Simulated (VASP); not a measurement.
# NaCl (Fm-3m) in VASP: further runs, part 2 of 2

VASP 6.6.1.

### 3 Electric field gradients, PBEsol

File INCAR:

```
PREC = Accurate
ENCUT = 400
EDIFF = 1E-8
ISMEAR = -1
SIGMA = 0.03
LREAL = F
LASPH = T
NELM = 120
ALGO = Normal
ISIF = 2
LWAVE = F
LCHARG = F
GGA = PS
LEFG = T
NBANDS = 14
GGA_COMPAT = F
```

File KPOINTS:

```
regular mesh
0
Gamma
  8 8 8
```

File POSCAR:

```
NaCl
1.0
    0.0000000000      2.8317500000      2.8317500000
    2.8317500000      0.0000000000      2.8317500000
    2.8317500000      2.8317500000      0.0000000000
Na Cl
1 1
Direct
    0.0000000000      0.0000000000      0.0000000000
    0.5000000000      0.5000000000      0.5000000000
```

Potentials or basis: VASP PAW PBE potentials, release 64 (Na_pv, Cl).

On the command line:

```
$ cat potpaw_PBE.64/Na_pv/POTCAR potpaw_PBE.64/Cl/POTCAR > POTCAR
$ mpirun -np 1 vasp_std > vasp.out
```

OUTCAR:

```text
PREC = Accurate
   ENCUT = 400
   EDIFF = 1E-8
   ISMEAR = -1
   LREAL = F
   LASPH = T
   NELM = 120
   ISIF = 2
   GGA = PS

 ion  position               nearest neighbor table
   1  0.000  0.000  0.000-
   2  0.500  0.500  0.500-

  LATTYP: Found a face centered cubic cell.
 ALAT       =     5.6635000000

  Lattice vectors:

 A1 = (   0.0000000000,   2.8317500000,   2.8317500000)
 A2 = (   2.8317500000,   0.0000000000,   2.8317500000)
 A3 = (   2.8317500000,   2.8317500000,   0.0000000000)

Analysis of symmetry for initial positions (statically):
=====================================================================
 Subroutine PRICEL returns:
 Original cell was already a primitive cell.

 Routine SETGRP: Setting up the symmetry group for a
 face centered cubic supercell.

 Subroutine GETGRP returns: Found 48 space group operations
 (whereof 48 operations were pure point group operations)
[... 594 lines left out ...]
  volume of cell :       45.41
      direct lattice vectors                 reciprocal lattice vectors
     0.000000000  2.831750000  2.831750000    -0.176569259  0.176569259  0.176569259
     2.831750000  0.000000000  2.831750000     0.176569259 -0.176569259  0.176569259
     2.831750000  2.831750000  0.000000000     0.176569259  0.176569259 -0.176569259

 POSITION                                       TOTAL-FORCE (eV/Angst)
 -----------------------------------------------------------------------------------
      0.00000      0.00000      0.00000         0.000000     -0.000000      0.000000
      2.83175      2.83175      2.83175        -0.000000      0.000000     -0.000000
 -----------------------------------------------------------------------------------
    total drift:                                0.000000      0.000000      0.000000

  FREE ENERGIE OF THE ION-ELECTRON SYSTEM (eV)
  ---------------------------------------------------
  free  energy   TOTEN  =        -6.9950234713 eV

  energy  without entropy=       -6.9950234712  energy(sigma->0) =       -6.99502347

 Electric field gradients (V/A^2)
---------------------------------------------------------------------
 ion       V_xx      V_yy      V_zz      V_xy      V_xz      V_yz
---------------------------------------------------------------------
   1      -0.000    -0.000    -0.000     0.002     0.002     0.002
   2      -0.000    -0.000     0.000     0.000     0.000     0.000
---------------------------------------------------------------------

 Electric field gradients after diagonalization (V/A^2)
 (convention: |V_zz| > |V_xx| > |V_yy|)
----------------------------------------------------------------------
 ion       V_xx      V_yy      V_zz     asymmetry (V_yy - V_xx)/ V_zz
----------------------------------------------------------------------
   1      -0.002    -0.002     0.004       0.000
   2      -0.000    -0.000     0.000       0.000
----------------------------------------------------------------------

           NMR quadrupolar parameters

 Cq : quadrupolar parameter    Cq=e*Q*V_zz/h
 eta: asymmetry parameters     (V_yy - V_xx)/ V_zz
 Q  : nuclear electric quadrupole moment in mb (millibarn)
----------------------------------------------------------------------
 ion       Cq(MHz)       eta       Q (mb)
----------------------------------------------------------------------
   1       0.000       0.000       1.000
   2       0.000       0.000       1.000
----------------------------------------------------------------------
```

OSZICAR:

```text
N       E                     dE             d eps       ncg     rms          rms(c)
DAV:   1     0.828554589942E+02    0.82855E+02   -0.62815E+03   842   0.845E+02
DAV:   2    -0.119360958574E+01   -0.84049E+02   -0.77141E+02   920   0.229E+02
DAV:   3    -0.707565825295E+01   -0.58820E+01   -0.58599E+01  1052   0.606E+01
DAV:   4    -0.715936737671E+01   -0.83709E-01   -0.83687E-01   938   0.803E+00
DAV:   5    -0.716136064471E+01   -0.19933E-02   -0.19932E-02  1078   0.121E+00    0.187E+00
DAV:   6    -0.700175375425E+01    0.15961E+00   -0.26152E-01  1010   0.346E+00    0.134E+00
DAV:   7    -0.699137847902E+01    0.10375E-01   -0.64292E-02  1094   0.161E+00    0.917E-01
DAV:   8    -0.699511254947E+01   -0.37341E-02   -0.79954E-03   902   0.795E-01    0.280E-01
DAV:   9    -0.699499268902E+01    0.11986E-03   -0.20913E-04  1028   0.108E-01    0.174E-01
DAV:  10    -0.699503496899E+01   -0.42280E-04   -0.32917E-04   950   0.106E-01    0.610E-02
DAV:  11    -0.699502391996E+01    0.11049E-04   -0.21288E-05  1040   0.326E-02    0.190E-02
DAV:  12    -0.699502321427E+01    0.70569E-06   -0.34244E-06   980   0.107E-02    0.218E-03
DAV:  13    -0.699502349179E+01   -0.27752E-06   -0.11199E-07  1040   0.212E-03    0.165E-04
DAV:  14    -0.699502345256E+01    0.39235E-07   -0.63211E-09   956   0.650E-04    0.839E-04
DAV:  15    -0.699502347120E+01   -0.18641E-07   -0.37953E-09   640   0.360E-04    0.257E-05
DAV:  16    -0.699502347129E+01   -0.91177E-10   -0.29697E-10   544   0.127E-04
   1 F= -.69950235E+01 E0= -.69950235E+01  d E =-.471142E-10
```

stdout:

```text
POSCAR found type information on POSCAR NaCl
 POSCAR found :  2 types and       2 ions
 scaLAPACK will be used
 -----------------------------------------------------------------------------
|                                                                             |
|                                                                             |
|     You enforced a specific xc type in the INCAR file but a different       |
|     I HOPE YOU KNOW WHAT YOU ARE DOING!                                     |
|                                                                             |
 -----------------------------------------------------------------------------

 LDA part: xc-table for (Slater+PW92), standard interpolation
 POSCAR, INCAR and KPOINTS ok, starting setup
 FFT: planning ... GRIDC
 FFT: planning ... GRID_SOFT
 FFT: planning ... GRID
 WAVECAR not read
 entering main loop
ion   1

ion   2
```

Wall time 15 s (1 thread of Intel Xeon Platinum 8259CL at 2.50GHz (Skylake/Cascade Lake), shared host); peak memory 0.15 GiB.

What came out:

```
Free energy                             : -6.9950 eV
Pressure                                : -0.9 GPa
Band gap on the k mesh                  : 4.89 eV
Largest electric field gradient by atom : zero within the noise of the run
```

Levels at points of the mesh, in eV from the valence-band top:
| k point | band 4 | band 5 | band 6 | band 7 | band 8 | band 9 | band 10 | band 11 |
| --- | --- | --- | --- | --- | --- | --- | --- | --- |
| (0.00, 0.00, 0.00) | -12.62 | 0.00 | 0.00 | 0.00 | 4.89 | 10.98 | 10.98 | 10.98 |
| (0.50, 0.00, 0.00) | -12.28 | -1.93 | -0.26 | -0.26 | 7.05 | 10.40 | 10.83 | 10.83 |
| (0.50, 0.50, 0.00) | -12.24 | -1.67 | -0.60 | -0.60 | 7.40 | 7.90 | 11.04 | 14.51 |

Caveat: the PAW data sets were made with another functional, which shifts forces and pressure a little. A k mesh can miss the band edges.

### 4 Electric field gradients, r2SCAN

POSCAR is that of step 3.

File INCAR.step1:

```
SYSTEM = NaCl
PREC     = Accurate       ! precision mode
ENCUT    = 440            ! plane-wave cutoff, eV
ISMEAR   = -1             ! smearing method
SIGMA    = 0.03           ! smearing width, eV
LREAL    = .False.        ! projectors in reciprocal space
LASPH    = .True.         ! aspherical terms in the spheres
NELM     = 120            ! most SCF steps
NBANDS   = 14             ! bands
GGA      = PE             ! functional
ALGO     = Normal         ! electronic algorithm
EDIFF    = 1E-5           ! SCF threshold, eV
LWAVE    = .True.         ! write WAVECAR
LCHARG   = .False.        ! write CHGCAR
GGA_COMPAT= .False.
```

File INCAR.step2:

```
SYSTEM = NaCl
PREC     = Accurate       ! precision mode
ENCUT    = 440            ! plane-wave cutoff, eV
EDIFF    = 1E-8           ! SCF threshold, eV
ISMEAR   = -1             ! smearing method
SIGMA    = 0.03           ! smearing width, eV
LREAL    = .False.        ! projectors in reciprocal space
LASPH    = .True.         ! aspherical terms in the spheres
NELM     = 120            ! most SCF steps
ALGO     = Normal         ! electronic algorithm
ISIF     = 2              ! what is computed and relaxed
LWAVE    = .False.        ! write WAVECAR
LCHARG   = .False.        ! write CHGCAR
METAGGA  = R2SCAN         ! meta-GGA
LMIXTAU  = .True.       
LEFG     = .True.       
NBANDS   = 14             ! bands
ISTART   = 1            
GGA_COMPAT= .False.
```

File KPOINTS:

```
regular mesh
0
Gamma
  8 8 8
  0 0 0
```

Potentials or basis: VASP PAW PBE potentials, release 64 (Na_pv, Cl).

On the command line:

```
$ cat potpaw_PBE.64/Na_pv/POTCAR potpaw_PBE.64/Cl/POTCAR > POTCAR
$ cp INCAR.step1 INCAR
$ mpirun -np 1 vasp_std > vasp.out
$ cp INCAR.step2 INCAR
$ mpirun -np 1 vasp_std > vasp.out
```

OUTCAR:

```text
SYSTEM = NaCl
   PREC = Accurate
   ENCUT = 440
   EDIFF = 1E-8
   ISMEAR = -1
   LREAL = .False.
   LASPH = .True.
   NELM = 120
   ISIF = 2
   METAGGA = R2SCAN
   ISTART = 1

 ion  position               nearest neighbor table
   1  0.000  0.000  0.000-
   2  0.500  0.500  0.500-

  LATTYP: Found a face centered cubic cell.
 ALAT       =     5.6635000000

  Lattice vectors:

 A1 = (   0.0000000000,   2.8317500000,   2.8317500000)
 A2 = (   2.8317500000,   0.0000000000,   2.8317500000)
[... 619 lines left out ...]
  ---------------------------------------------------
  free  energy   TOTEN  =       -13.7846817360 eV

  energy  without entropy=      -13.7846817360  energy(sigma->0) =      -13.78468174

 Electric field gradients (V/A^2)
---------------------------------------------------------------------
 ion       V_xx      V_yy      V_zz      V_xy      V_xz      V_yz
---------------------------------------------------------------------
   1      -0.000    -0.000    -0.000     0.002     0.002     0.002
   2      -0.000     0.000    -0.000     0.000     0.000     0.000
---------------------------------------------------------------------

 Electric field gradients after diagonalization (V/A^2)
 (convention: |V_zz| > |V_xx| > |V_yy|)
----------------------------------------------------------------------
 ion       V_xx      V_yy      V_zz     asymmetry (V_yy - V_xx)/ V_zz
----------------------------------------------------------------------
   1      -0.002    -0.002     0.004       0.000
   2      -0.000    -0.000     0.000       0.000
----------------------------------------------------------------------

           NMR quadrupolar parameters

 Cq : quadrupolar parameter    Cq=e*Q*V_zz/h
 eta: asymmetry parameters     (V_yy - V_xx)/ V_zz
 Q  : nuclear electric quadrupole moment in mb (millibarn)
----------------------------------------------------------------------
 ion       Cq(MHz)       eta       Q (mb)
----------------------------------------------------------------------
   1       0.000       0.000       1.000
   2       0.000       0.000       1.000
----------------------------------------------------------------------
```

Run time: 74 s. Hardware: 1 thread of Intel Xeon Platinum 8259CL at 2.50GHz (Skylake/Cascade Lake), shared host; peak memory 0.16 GiB.

What came out:

```
Free energy                             : -13.7847 eV
Pressure                                : -1.2 GPa
Band gap on the k mesh                  : 5.87 eV
Largest electric field gradient by atom : zero within the noise of the run
```

Caveat: the PAW data sets were made with another functional, which shifts forces and pressure a little.

### 5 Summary

```csv
level,potentials or basis,cutoff (eV),gap on the mesh (eV),pressure (GPa)
LDA,"VASP PAW LDA potentials, release 64 (Na_pv, Cl)",400,4.65,-2.8
PBEsol,"VASP PAW PBE potentials, release 64 (Na_pv, Cl)",400,4.89,-0.9
r2SCAN,"VASP PAW PBE potentials, release 64 (Na_pv, Cl)",440,5.87,-1.2
```

Alike in all rows: task electric field gradients; no spin polarisation; cell as given; k mesh 8 × 8 × 8; smearing fermi-dirac 0.03 eV.

Caveats: the PAW data sets were made with another functional, which shifts forces and pressure a little (at least some runs).

Absolute energies hang on the potentials; compare differences alone.
